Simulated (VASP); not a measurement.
Here is a VASP 6.6.1 calculation.

Contents of INCAR:

```
ALGO = Normal
EDIFF = 1E-6
ENCUT = 600
GGA = PE
GGA_COMPAT = False
ISIF = 2
ISMEAR = 0
LASPH = True
LCHARG = True
LELF = True
LREAL = False
LVHAR = True
LWAVE = False
NBANDS = 26
NELM = 120
PREC = Accurate
SIGMA = 0.1
```

Contents of KPOINTS:

```
k-points
0
Gamma
  6 6 6
```

File POSCAR:

```
C
1.0
   -3.0954292900      3.0954292900      2.0620170100
    3.0954292900     -3.0954292900      2.0620170100
    3.0954292900      3.0954292900     -2.0620170100
C
8
Direct
    0.8332684200      0.0000000600      0.8332683600
    0.1667317000      0.0000000600      0.1667316400
    0.7500000600      0.4167317000      0.6667316400
    0.7500000600      0.0832684200      0.3332683600
    0.5832683000      0.2499999400      0.3332683600
    0.9167315800      0.2499999400      0.6667316400
    0.9999999400      0.8332683000      0.8332683600
    0.9999999400      0.1667315800      0.1667316400
```

Potentials or basis: VASP PAW PBE potentials, release 64 (C).

Run with:

```bash
$ cat potpaw_PBE.64/C/POTCAR > POTCAR
$ mpirun -np 1 vasp_std > vasp.out
```

Question: Estimate the pressure.

Answer: 4.9 GPa.

Question: Estimate the largest force.

Answer: 5.805 eV/Å.

Question: Estimate the band gap on the k mesh.

Answer: Zero (filled and empty bands touch).

Stress tensor (GPa, compression positive):
```
 19.27   0.00   0.00
  0.00  19.27   0.00
  0.00   0.00 -23.80
```

Caveat: the stress differs along the axes, from -24 to 19 GPa; this functional lacks dispersion, which binds layers or chains, so the pressure and a relaxed spacing across them are unreliable; forces of over 1 eV/Å act on the atoms, so gaps and moduli don't describe the material at rest.
